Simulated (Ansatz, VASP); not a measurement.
# SnS2 in VASP and in Ansatz

The input INCAR:

```
PREC     = Accurate       # precision mode
ENCUT    = 450            # plane-wave cutoff, eV
EDIFF    = 1E-7           # SCF threshold, eV
ISMEAR   = -1             # smearing method
SIGMA    = 0.02           # smearing width, eV
LREAL    = False          # projectors in reciprocal space
LASPH    = True           # aspherical terms in the spheres
NELM     = 120            # most SCF steps
ALGO     = Normal         # electronic algorithm
ISIF     = 2              # what is computed and relaxed
LWAVE    = False          # write WAVECAR
LCHARG   = False          # write CHGCAR
GGA      = PE             # functional
IBRION   = 2              # ionic algorithm
NSW      = 80             # ionic steps
EDIFFG   = -0.02          # ionic threshold
GGA_COMPAT= False        
NELMIN   = 4
```

KPOINTS

```
regular mesh
0
Gamma
  14 14 8
```

POSCAR

```
SnS2
1.0
    3.5562778112      0.0000000000      0.0000000000
   -1.7781389056      3.0798269274      0.0000000000
    0.0000000000      0.0000000000      5.3862071703
Sn S
1 2
Direct
    0.0000000000      0.0000000000      0.0000000000
    0.6666666667      0.3333333333      0.7286993890
    0.3333333333      0.6666666667      0.2713006110
```

Input for Ansatz:

```yaml
crystal:
  lattice:
    - [3.5562778112, 0.0, 0.0]
    - [-1.7781389056, 3.0798269274, 0.0]
    - [0.0, 0.0, 5.3862071703]
  atoms:
    - { symbol: Sn, position: [0.0, 0.0, 0.0] }
    - { symbol: S, position: [0.6666666667, 0.3333333333, 0.728699389] }
    - { symbol: S, position: [0.3333333333, 0.6666666667, 0.271300611] }
kpoints:
  mp_grid: { grid: [14, 14, 8] }
scf:
  occupations: { method: fermi_dirac, width: 0.02 }
hamiltonian:
  xc: pbe
  pseudopotentials: { kind: paw }
output:
  forces: true
  stress: true
  populations: true
  efg:
    quadrupole_moments_barn: { Sn: -0.132, S: -0.0694 }
    contact_densities: true
relax:
  f_tol: 0.02
  max_steps: 60
```

Change from the starting cell: volume scaled by 0.96, ions relaxed.

Alike in both runs: task relaxation of the atoms; functional PBE; k mesh 14 × 14 × 8; occupations fermi-dirac, width 0.02 eV; no spin polarisation.

```csv
,VASP,Ansatz
version,VASP 6.6.1,Ansatz 0.2.0
potentials or method,"VASP PAW PBE potentials, release 64 (Sn_d, S)","plane-wave PAW, scalar-relativistic"
plane-wave cutoff (eV),450,420
valence electrons in the cell,26,26
```

Ansatz gave:

| Property | Result |
| --- | --- |
| gap on the k mesh at the Fermi level, each at its own relaxed structure (eV) | 0.91 |

Q: Which values does VASP return?

A: gap on the k mesh at the Fermi level, each at its own relaxed structure (eV): 0.93.

Ansatz's warnings: stress scf threshold loose.
